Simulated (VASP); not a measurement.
A run of VASP 6.6.1:

File INCAR:

```
PREC = Accurate
ENCUT = 520
EDIFF = 1E-7
ISMEAR = 0
SIGMA = 0.1
LREAL = F
LASPH = T
NELM = 60
ALGO = Normal
ISIF = 2
LWAVE = F
LCHARG = F
GGA = PE
NBANDS = 27
```

KPOINTS

```
Automatic mesh
0
Gamma
  10 10 8
```

Contents of POSCAR:

```
Si2Ni
1.0
    2.6689265620      2.6689265620      0.0000000000
   -2.6689265620      2.6689265620      0.0000000000
    0.0000000000      0.0000000000      5.5121503689
Si Ni
4 2
Direct
    0.0000000000      0.5000000000      0.7500000000
    0.5000000000      0.0000000000      0.7500000000
    0.5000000000      0.0000000000      0.2500000000
    0.0000000000      0.5000000000      0.2500000000
    0.0000000000      0.0000000000      0.0000000000
    0.5000000000      0.5000000000      0.5000000000
```

Potentials or basis: VASP PAW PBE potentials, release 64 (Si, Ni).

Launch:

```sh
$ cat potpaw_PBE.64/Si/POTCAR potpaw_PBE.64/Ni/POTCAR > POTCAR
$ mpirun -np 1 vasp_std > vasp.out
```

Hardware: 1 thread of Intel(R) Xeon(R) 6975P-C (Granite Rapids), on a shared host.

**Question.** How long does it take, and how much memory?

**Answer.** Wall time 100 s on 1 thread of Intel(R) Xeon(R) 6975P-C (Granite Rapids), on a shared host, peak memory 0.3 GiB. Counts: scf iterations 17, k points 105.
